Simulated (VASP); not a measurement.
Al3Si5C5N3, 96 atoms in the cell. The typed cell holds 96 atoms: a = 9.271 Å, b = 10.705 Å, c = 10.046 Å, α = 90.00°, β = 90.00°, γ = 90.00°. 

- Program: VASP 6.6.1
- Task: single point
- Functional: PBEsol
- Potentials or basis: VASP PAW PBE potentials, release 64 (Si, Al, N, C)
- Cutoff: 600 eV
- k mesh: 1 × 1 × 1, shifted
- Occupations: fermi-dirac, width 0.05 eV
- Spin: no spin polarisation
- Dipole correction: no
- Further INCAR settings: LREAL = Auto; ALGO = Normal; EDIFF = 1e-06; NBANDS = 246; ISYM = 0

Potentials or basis: VASP PAW PBE potentials, release 64 (Si, Al, N, C).

The run is started by

```console
$ cat potpaw_PBE.64/Si/POTCAR potpaw_PBE.64/Al/POTCAR potpaw_PBE.64/N/POTCAR potpaw_PBE.64/C/POTCAR > POTCAR
$ mpirun -np 1 vasp_std > vasp.out
```

Hardware: 1 thread of Intel(R) Xeon(R) Platinum 8259CL CPU @ 2.50GHz (Skylake/Cascade Lake) (shared host).

Task: Estimate the wall time of this run.

Result: Wall time 48 min on 1 thread of Intel(R) Xeon(R) Platinum 8259CL CPU @ 2.50GHz (Skylake/Cascade Lake), on a shared host, peak memory 1.6 GiB. Counts: scf iterations 18, k points 4.
